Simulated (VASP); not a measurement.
## SiC: single point with PBE

The system is SiC.

```
Si C
1.0
     3.07536    0.00000    0.00000
    -1.53768    2.66334    0.00000
     0.00000    0.00000    5.09859
Si C
2 2
Direct
  0.33333 0.66667 0.00002
  0.66667 0.33333 0.50002
  0.33333 0.66667 0.37498
  0.66667 0.33333 0.87498
```

This cell differs from its parent crystal: uniaxial z strain +1.0%.

```json
{
  "Program": "VASP 6.6.1",
  "Task": "single point",
  "Functional": "PBE",
  "Potentials or basis": "VASP PAW PBE potentials, release 64 (Si, C)",
  "Cutoff": "520 eV",
  "k mesh": "12 × 12 × 6",
  "Occupations": "fermi-dirac, width 0.02 eV",
  "Spin": "no spin polarisation",
  "Dipole correction": "no",
  "Further INCAR settings": "ALGO = Normal; EDIFF = 1e-06; NBANDS = 16"
}
```

| Item | Value |
| --- | --- |
| Pressure | 1.3 GPa |
| Largest force | 0.014 eV/Å |
| Band gap on the k mesh | 2.22 eV, indirect (least direct gap 4.03 eV) |

Forces on the atoms (eV/Å):
```
Si   0.000  0.000  0.014
Si   0.000  0.000  0.014
C    0.000  0.000 -0.014
C    0.000  0.000 -0.014
```

Stress tensor (GPa, compression positive):
```
 2.99  0.00  0.00
 0.00  2.99  0.00
 0.00  0.00 -2.12
```

Levels at points of the mesh, in eV from the valence-band top:
| k point | band 5 | band 6 | band 7 | band 8 | band 9 | band 10 | band 11 | band 12 |
| --- | --- | --- | --- | --- | --- | --- | --- | --- |
| (0.00, 0.00, 0.00) | -1.27 | -0.20 | 0.00 | 0.00 | 4.86 | 5.92 | 6.67 | 6.67 |
| (0.50, 0.00, 0.00) | -5.42 | -3.29 | -3.27 | -1.22 | 2.82 | 4.12 | 6.79 | 7.09 |
| (0.00, 0.00, 0.50) | -0.68 | -0.68 | -0.68 | -0.68 | 5.91 | 5.91 | 7.35 | 7.35 |
| (0.50, 0.00, 0.50) | -2.42 | -2.42 | -2.40 | -2.40 | 3.21 | 3.21 | 5.17 | 5.17 |

It took 20 s on 1 thread of AMD EPYC 9R45 96-Core Processor (Zen 5) (shared host), peak memory 0.15 GiB.

Caveat: the cell differs from its parent crystal (uniaxial z strain +1.0%). A k mesh can miss the band edges.
